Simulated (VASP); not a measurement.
# CuSi16 (a cell with a defect) in VASP: further runs

CuSi16 (a cell with a defect) is run at these levels: PBEsol; tasks: single point.

Program: VASP 6.6.1. These are calculated values, not measurements. Logs are shortened: lines on timing, memory, paths and dates and some standing lists are left out, and cuts for length are marked.

### Step 1. The cell of the first run

The cell holds a defect, 17 atoms: a = 7.679 Å, b = 7.679 Å, c = 7.679 Å, α = 60.00°, β = 60.00°, γ = 60.00°.

### Step 2. Single point, PBEsol

The input, INCAR:

```
ALGO = Normal
EDIFF = 1E-7
ENCUT = 520
GGA = PS
ISIF = 2
ISMEAR = 0
LASPH = T
LCHARG = F
LREAL = Auto
LWAVE = F
NBANDS = 52
NELECT = 74.0
NELM = 60
PREC = Accurate
SIGMA = 0.02
```

The input, KPOINTS:

```
k-points
0
Gamma
  2 2 2
```

The input, POSCAR:

```
CuSi16
1.0
    0.0000000000      5.4300000000      5.4300000000
    5.4300000000      0.0000000000      5.4300000000
    5.4300000000      5.4300000000      0.0000000000
Si Cu
16 1
Direct
   -0.0034513812     -0.0033793738      0.0157079190
    0.1195237569      0.1196018416      0.1416141805
   -0.0052848987     -0.0048081031      0.5152268877
    0.1188183241      0.1184376611      0.6409159300
   -0.0033554328      0.4914106814      0.0157535912
    0.1352326888      0.6241934622      0.1167822284
    0.0078264273      0.4936332413      0.5054308471
    0.1189479742      0.6221313996      0.6409697053
    0.4912111418     -0.0031091160      0.0155227440
    0.6244393186      0.1349264273      0.1166873849
    0.4937289134      0.0072235727      0.5054283610
    0.6219080110      0.1190056169      0.6406811234
    0.5143019337      0.5145592081     -0.0428190608
    0.6245716390      0.6244718232      0.1166368324
    0.4938523941      0.4942527624      0.5054767035
    0.6392597606      0.6384930939      0.5845129834
    0.3924117864      0.3907685083      0.3270241252
```

Potentials or basis: VASP PAW PBE potentials, release 64 (Si, Cu).

Run with:

```
cat potpaw_PBE.64/Si/POTCAR potpaw_PBE.64/Cu/POTCAR > POTCAR
mpirun -np 1 vasp_std > vasp.out
```

OUTCAR:

```text
EDIFF = 1E-7
   ENCUT = 520
   GGA = PS
   ISIF = 2
   ISMEAR = 0
   LASPH = T
   LREAL = Auto
   NELECT = 74.0
   NELM = 60
   PREC = Accurate

 ion  position               nearest neighbor table
   1  0.997  0.997  0.016-   2 2.33  10 2.34   6 2.34   4 2.35
   2  0.120  0.120  0.142-   9 2.33   5 2.33   1 2.33   3 2.34
   3  0.995  0.995  0.515-  12 2.34   4 2.34   8 2.34   2 2.34
   4  0.119  0.118  0.641-   3 2.34   1 2.35  11 2.35   7 2.35
   5  0.997  0.491  0.016-   2 2.33  14 2.34   6 2.34   8 2.35
   6  0.135  0.624  0.117-   5 2.34   1 2.34  13 2.39   7 2.44  17 2.54
   7  0.008  0.494  0.505-  16 2.33   8 2.35   4 2.35  17 2.43   6 2.44
   8  0.119  0.622  0.641-   3 2.34   5 2.35  15 2.35   7 2.35
   9  0.491  0.997  0.016-   2 2.33  14 2.34  10 2.34  12 2.35
  10  0.624  0.135  0.117-   1 2.34   9 2.34  13 2.39  11 2.44  17 2.54
  11  0.494  0.007  0.505-  16 2.33   4 2.35  12 2.35  17 2.43  10 2.44
  12  0.622  0.119  0.641-   3 2.34   9 2.35  11 2.35  15 2.35  17 2.97
  13  0.514  0.515  0.957-  17 2.32  16 2.34   6 2.39  10 2.39  14 2.39
  14  0.625  0.624  0.117-   5 2.34   9 2.34  13 2.39  15 2.44  17 2.54
  15  0.494  0.494  0.505-  16 2.33   8 2.35  12 2.35  17 2.43  14 2.44
  16  0.639  0.638  0.585-   7 2.33  15 2.33  11 2.33  13 2.34
  17  0.392  0.391  0.327-  13 2.32  15 2.43  11 2.43   7 2.43  14 2.54  10 2.54   6 2.54  12 2.97

  LATTYP: Found a face centered cubic cell.
 ALAT       =    10.8600000000

  Lattice vectors:

 A1 = (   0.0000000000,   5.4300000000,   5.4300000000)
 A2 = (   5.4300000000,   0.0000000000,   5.4300000000)
 A3 = (   5.4300000000,   5.4300000000,   0.0000000000)

Analysis of symmetry for initial positions (statically):
=====================================================================
 Subroutine PRICEL returns:
 Original cell was already a primitive cell.

 Routine SETGRP: Setting up the symmetry group for a
 face centered cubic supercell.

 Subroutine GETGRP returns: Found  1 space group operations
 (whereof  1 operations were pure point group operations)
 out of a pool of 48 trial point group operations.

The static configuration has the point symmetry C_1 .

Analysis of symmetry for dynamics (positions and initial velocities):
=====================================================================
 Subroutine PRICEL returns:
 Original cell was already a primitive cell.

 Routine SETGRP: Setting up the symmetry group for a
 face centered cubic supercell.

 Subroutine GETGRP returns: Found  1 space group operations
 (whereof  1 operations were pure point group operations)
 out of a pool of 48 trial point group operations.

The dynamic configuration has the point symmetry C_1 .

 Subroutine INISYM returns: Found  1 space group operations
 (whereof  1 operations are pure point group operations),
 and found     1 'primitive' translations

----------------------------------------------------------------------------------------

                                     Primitive cell

  volume of cell :     320.2060

  direct lattice vectors                    reciprocal lattice vectors
     0.000000000  5.430000000  5.430000000    -0.092081031  0.092081031  0.092081031
     5.430000000  0.000000000  5.430000000     0.092081031 -0.092081031  0.092081031
     5.430000000  5.430000000  0.000000000     0.092081031  0.092081031 -0.092081031

  length of vectors
     7.679179644  7.679179644  7.679179644     0.159489025  0.159489025  0.159489025

  position of ions in fractional coordinates (direct lattice)
     0.996548619  0.996620626  0.015707919
     0.119523757  0.119601842  0.141614180
     0.994715101  0.995191897  0.515226888
     0.118818324  0.118437661  0.640915930
     0.996644567  0.491410681  0.015753591
     0.135232689  0.624193462  0.116782228
[... 9 lines left out ...]
     0.639259761  0.638493094  0.584512983
     0.392411786  0.390768508  0.327024125

  ion indices of the primitive-cell ions
   primitive index   ion index
                 1           1
                 2           2
                 3           3
                 4           4
                 5           5
                 6           6
[... 9 lines left out ...]
                16          16
                17          17

----------------------------------------------------------------------------------------

 KPOINTS: k-points

Automatic generation of k-mesh.
 Grid dimensions read from file:
 generate k-points for:    2    2    2

 Generating k-lattice:

  Cartesian coordinates                     Fractional coordinates (reciprocal lattice)
    -0.046040516  0.046040516  0.046040516     0.500000000  0.000000000  0.000000000
     0.046040516 -0.046040516  0.046040516     0.000000000  0.500000000  0.000000000
     0.046040516  0.046040516 -0.046040516     0.000000000  0.000000000  0.500000000

  Length of vectors
     0.079744512  0.079744512  0.079744512

  Shift w.r.t. Gamma in fractional coordinates (k-lattice)
     0.000000000  0.000000000  0.000000000

 Subroutine IBZKPT returns following result:
 ===========================================

 Found      8 irreducible k-points:

 Following reciprocal coordinates:
            Coordinates               Weight
  0.000000  0.000000  0.000000      1.000000
  0.500000  0.000000  0.000000      1.000000
  0.000000  0.500000  0.000000      1.000000
  0.000000  0.000000  0.500000      1.000000
  0.500000  0.500000  0.500000      1.000000
  0.500000  0.500000  0.000000      1.000000
  0.000000  0.500000  0.500000      1.000000
  0.500000  0.000000  0.500000      1.000000
   k-points           NKPTS =      8   k-points in BZ     NKDIM =      8   number of bands    NBANDS=     52
   number of dos      NEDOS =    301   number of ions     NIONS =     17
   total plane-waves  NPLWV = 216000
   dimension x,y,z NGX =    60 NGY =   60 NGZ =   60
   dimension x,y,z NGXF=   120 NGYF=  120 NGZF=  120
   ions per type =              16   1
   NGX,Y,Z   is equivalent  to a cutoff of  12.99, 12.99, 12.99 a.u.
   NGXF,Y,Z  is equivalent  to a cutoff of  25.98, 25.98, 25.98 a.u.
 SYSTEM =  unknown system
   PREC   = accura    normal or accurate (medium, high low for compatibility)
   ISTART =      0    job   : 0-new  1-cont  2-samecut
   ICHARG =      2    charge: 1-file 2-atom 10-const
   ISPIN  =      1    spin polarized calculation?
   LNONCOLLINEAR =      F non collinear calculations
   LSORBIT =      F    spin-orbit coupling
   LASPH  =      T    aspherical Exc in radial PAW
   ENCUT  =  520.0 eV  38.22 Ry    6.18 a.u.  14.28 14.28 14.28*2*pi/ulx,y,z
   NELM   =     60;   NELMIN=  2; NELMDL= -5     # of ELM steps
   EDIFF  = 0.1E-06   stopping-criterion for ELM
   LREAL  =      T    real-space projection
   EDIFFG = 0.1E-05   stopping-criterion for IOM
   NSW    =      0    number of steps for IOM
   IBRION =     -1    ionic relax: 0-MD 1-quasi-New 2-CG
   NFREE  =      0    steps in history (QN), initial steepest desc. (CG)
   ISIF   =      2    stress and relaxation
   ISYM   =      2    0-nonsym 1-usesym 2-fastsym
   POTIM  = 0.5000    time-step for ionic-motion
   TEBEG  =    0.0;   TEEND  =   0.0 temperature during run
   PSTRESS=    0.0 pullay stress
   NELECT =      74.0000    total number of electrons
   NUPDOWN=      -1.0000    fix difference up-down
   EMIN   =  10.00;   EMAX   =-10.00  energy-range for DOS
   EFERMI =   0.00;   METHOD = LEGACY
   ISMEAR =     0;   SIGMA  =   0.02  broadening in eV -4-tet -1-fermi 0-gaus
   EFERMI_NEDOS =   21; number of points for ismear=-14 and -15
   IALGO  =     38    algorithm
   IMIX   =      4    mixing-type and parameters
     AMIX     =   0.40;   BMIX     =  1.00
     AMIX_MAG =   1.60;   BMIX_MAG =  1.00
  volume/ion in A,a.u.               =      18.84       127.11
  Fermi-wavevector in a.u.,A,eV,Ry     =   1.004636  1.898488 13.732283  1.009294
  Thomas-Fermi vector in A             =   2.137265
   LORBIT       =      0    0 simple, 1 ext, 2 COOP (PROOUT), +10 PAW based schemes
   GGA     = PS    functional components
   LHFCALC =     F    Hartree Fock is set to
   AEXX    =    0.0000 exact exchange contribution
   IVDW    =     0    specifies the selected vdW correction
   LEPSILON=     F    determine dielectric tensor
   LRPA    =     F    only Hartree local field effects (RPA)
 non-spin polarized calculation
 Gauss-broadening in eV      SIGMA  =   0.02
  energy-cutoff  :      520.00
  volume of cell :      320.21
 maximum number of plane-waves:      8646
 NGX is ok and might be reduce to    60
   NGX = 29   NGY = 29   NGZ = 29

 number of electron      74.0000001 magnetization

 Free energy of the ion-electron system (eV)
  ---------------------------------------------------
  ext. energy  EPLUGINS =         0.00000000
  ---------------------------------------------------
  free energy    TOTEN  =      -100.08022982 eV

  energy without entropy =     -100.08022982  energy(sigma->0) =     -100.08022982

 E-fermi :   6.2393     XC(G=0):  -9.7563

 val. band max:        6.1513508945   @ k =   0.0000   0.0000   0.0000
 cond. band min:       6.5394071871   @ k =   0.0000   0.0000   0.0000
 fundamental gap:      0.3880562926
 Fermi energy:         6.2393041018

 k-point     1 :       0.0000    0.0000    0.0000
  band No.  band energies     occupation
      1      -5.9700      2.00000
      2      -3.6167      2.00000
      3      -3.5491      2.00000
      4      -3.5269      2.00000
      5      -3.5232      2.00000
      6      -2.1098      2.00000
[... 41 lines left out ...]
     48       8.3365      0.00000
     49       8.6768      0.00000

 k-point     2 :       0.5000    0.0000    0.0000
  band No.  band energies     occupation
      1      -5.3047      2.00000
      2      -4.9970      2.00000
      3      -3.3694      2.00000
      4      -3.3199      2.00000
      5      -3.2247      2.00000
      6      -3.0879      2.00000
[... 304 lines left out ...]
 k-point     8 :       0.5000    0.0000    0.5000
  band No.  band energies     occupation
      1      -5.0131      2.00000
      2      -4.7854      2.00000
      3      -3.9371      2.00000
      4      -3.8415      2.00000
      5      -3.8104      2.00000
      6      -3.7880      2.00000
[... 41 lines left out ...]
     48      10.3709      0.00000
     49      10.3716      0.00000
 [bands above 49 left out]

------------------------ aborting loop because EDIFF is reached ----------------------------------------

  FORCE on cell =-STRESS in cart. coord.  units (eV):
  Direction    XX          YY          ZZ          XY          YZ          ZX
  --------------------------------------------------------------------------------------
  -------------------------------------------------------------------------------------
  Total       -5.8654041     -5.9019169     -5.8599052      0.2326839     -0.2184326     -0.3016432
  in kB      -29.3480355    -29.5307304    -29.3205211      1.1642533     -1.0929457     -1.5092966
  external PRESSURE =     -29.3997624 kB  Pullay stress =       0.0000000 kB

 VOLUME and BASIS-vectors are now :
 -----------------------------------------------------------------------------
  energy-cutoff  :      520.00
  volume of cell :      320.21
      direct lattice vectors                 reciprocal lattice vectors
     0.000000000  5.430000000  5.430000000    -0.092081031  0.092081031  0.092081031
     5.430000000  0.000000000  5.430000000     0.092081031 -0.092081031  0.092081031
     5.430000000  5.430000000  0.000000000     0.092081031  0.092081031 -0.092081031

 POSITION                                       TOTAL-FORCE (eV/Angst)
 -----------------------------------------------------------------------------------
      5.49694      5.49655     10.82291        -0.020126      0.000351      0.010538
      1.41840      1.41798      1.29845         0.012018      0.003620     -0.014756
      8.20157      8.19899     10.80520        -0.017704      0.002582      0.017054
      4.12329      4.12536      1.28830         0.019025     -0.001083     -0.012312
      2.75390      5.49732      8.08014        -0.009883     -0.000614      0.022488
      4.02350      1.36844      4.12368         0.017937      0.000017     -0.014691
[... 9 lines left out ...]
      6.64092      6.64509      6.93820         0.018079      0.004594     -0.016614
      3.89761      3.90654      4.25267         0.020711      0.011581     -0.021792
 -----------------------------------------------------------------------------------
    total drift:                               -0.001867     -0.004920      0.003907

  FREE ENERGIE OF THE ION-ELECTRON SYSTEM (eV)
  ---------------------------------------------------
  free  energy   TOTEN  =      -100.0802298170 eV

  energy  without entropy=     -100.0802298170  energy(sigma->0) =     -100.08022982
```

Wall time 5.9 min (1 thread of Intel Xeon 8259CL, shared host); peak memory 0.47 GiB.

What came out:

```yaml
Free_energy: -100.0802 eV
Largest_force: 0.039 eV/Å
```

Forces on the atoms (eV/Å):
```
Si  -0.020  0.000  0.011
Si   0.012  0.004 -0.015
Si  -0.018  0.003  0.017
Si   0.019 -0.001 -0.012
Si  -0.010 -0.001  0.022
Si   0.018  0.000 -0.015
Si  -0.020 -0.006  0.015
Si   0.016 -0.003 -0.017
Si  -0.016  0.007  0.017
Si   0.011 -0.010 -0.015
Si  -0.027  0.002  0.009
Si   0.020  0.005 -0.020
Si  -0.028 -0.007  0.026
Si   0.018 -0.011 -0.012
Si  -0.014  0.002  0.027
Si   0.018  0.005 -0.017
Cu   0.021  0.012 -0.022
```

Levels at points of the mesh, in eV from the Fermi level:
| k point | band 35 | band 36 | band 37 | band 38 | band 39 | band 40 |
| --- | --- | --- | --- | --- | --- | --- |
| (0.00, 0.00, 0.00) | -0.61 | -0.10 | -0.09 | 0.30 | 0.59 | 0.59 |
| (0.50, 0.00, 0.00) | -0.74 | -0.68 | -0.60 | 0.62 | 1.08 | 1.27 |
| (0.00, 0.50, 0.00) | -0.74 | -0.68 | -0.60 | 0.63 | 1.08 | 1.27 |
| (0.00, 0.00, 0.50) | -0.81 | -0.64 | -0.63 | 0.42 | 1.27 | 1.31 |
| (0.50, 0.50, 0.50) | -0.74 | -0.68 | -0.60 | 0.63 | 1.08 | 1.27 |
| (0.50, 0.50, 0.00) | -1.34 | -1.31 | -0.89 | 0.69 | 1.05 | 2.03 |
| (0.00, 0.50, 0.50) | -1.34 | -1.31 | -0.89 | 0.69 | 1.05 | 2.03 |
| (0.50, 0.00, 0.50) | -1.34 | -1.30 | -0.89 | 0.69 | 1.05 | 2.03 |

Caveat: the k points lie up to 0.50 Å⁻¹ apart; the cell carries a net charge on a neutralising background, which shifts energy and pressure; the cell is charged against a uniform background, so pressure and absolute levels hang on convention; the PAW data sets were made with another functional, which shifts forces and pressure a little.

### Step 3. Single point, PBEsol

The input, INCAR:

```
PREC = Accurate
ENCUT = 520
EDIFF = 1E-6
ISMEAR = 0
SIGMA = 0.02
LREAL = Auto
LASPH = True
NELM = 80
ALGO = Normal
ISIF = 2
LWAVE = False
LCHARG = False
GGA = PS
NBANDS = 52
NELECT = 74.0
```

The input, KPOINTS:

```
regular mesh
0
Gamma
  2 2 2
```

The input, POSCAR:

```
CuSi16
1.0
    0.0000000000      5.4300000000      5.4300000000
    5.4300000000      0.0000000000      5.4300000000
    5.4300000000      5.4300000000      0.0000000000
Si Cu
16 1
Direct
    0.0099787293      0.0101431860      0.0154361878
    0.1369285451      0.1369154696      0.1332292818
    0.0015515654      0.0015268877      0.5073106814
    0.1204687845      0.1204818600      0.6420221915
   -0.0005151013      0.5096289134      0.0011596685
    0.1235184162      0.6394756906      0.1194053407
   -0.0190727440      0.5047565378      0.5095922652
    0.1125749540      0.6289340700      0.6270373849
    0.5096236648     -0.0005280847      0.0011790976
    0.6393203499      0.1235829650      0.1194989871
    0.5047011050     -0.0189941068      0.5096528545
    0.6289682320      0.1126089319      0.6270566298
    0.5082526703      0.5083458564     -0.0237445672
    0.6271955801      0.6271725599      0.1119966851
    0.4847238490      0.4847534991      0.4866361878
    0.6122054328      0.6122667587      0.6044201657
    0.3373545120      0.3375053407      0.3348331492
```

Potentials or basis: VASP PAW PBE potentials, release 64 (Si, Cu).

Run with:

```
cat potpaw_PBE.64/Si/POTCAR potpaw_PBE.64/Cu/POTCAR > POTCAR
mpirun -np 1 vasp_std > vasp.out
```

Wall time 6 min (1 thread of Intel Xeon 8259CL, shared host); peak memory 0.46 GiB.

It converged, with:

```
Free energy   : -100.0811 eV
Largest force : 0.061 eV/Å
```

Forces in eV/Å, atoms in the order of the input:
```
Si  -0.008 -0.008 -0.003
Si  -0.005 -0.005 -0.022
Si   0.002  0.002 -0.004
Si  -0.005 -0.005 -0.030
Si  -0.018  0.010 -0.009
Si  -0.005 -0.003 -0.016
Si  -0.014 -0.009  0.011
Si   0.014  0.000 -0.010
Si   0.010 -0.018 -0.009
Si  -0.004 -0.005 -0.015
Si  -0.008 -0.014  0.011
Si   0.000  0.013 -0.010
Si  -0.016 -0.017  0.008
Si   0.006  0.006 -0.001
Si   0.015  0.015  0.033
Si   0.006  0.007  0.026
Cu   0.032  0.034  0.040
```

Levels at points of the mesh, in eV from the Fermi level:
```csv
k point,band 34,band 35,band 36,band 37,band 38,band 39,band 40,band 41
"(0.00, 0.00, 0.00)",-1.10,-0.67,-0.21,-0.05,0.05,0.17,0.47,0.49
"(0.50, 0.00, 0.00)",-1.02,-0.92,-0.89,-0.76,0.48,1.00,1.08,1.21
"(0.00, 0.50, 0.00)",-1.02,-0.92,-0.89,-0.76,0.48,1.00,1.08,1.21
"(0.00, 0.00, 0.50)",-1.00,-0.93,-0.91,-0.81,0.45,1.00,1.06,1.19
"(0.50, 0.50, 0.50)",-0.92,-0.90,-0.63,-0.52,0.46,0.85,1.28,1.29
"(0.50, 0.50, 0.00)",-1.57,-1.50,-1.43,-1.19,0.60,0.82,1.80,1.96
"(0.00, 0.50, 0.50)",-1.55,-1.53,-1.44,-1.15,0.59,0.82,1.79,1.97
"(0.50, 0.00, 0.50)",-1.55,-1.53,-1.44,-1.15,0.59,0.82,1.79,1.97
```

Caveat: the k points lie up to 0.50 Å⁻¹ apart; the cell carries a net charge on a neutralising background, which shifts energy and pressure; the cell is charged against a uniform background, so pressure and absolute levels hang on convention; the PAW data sets were made with another functional, which shifts forces and pressure a little.

[end of part 1 of 2]
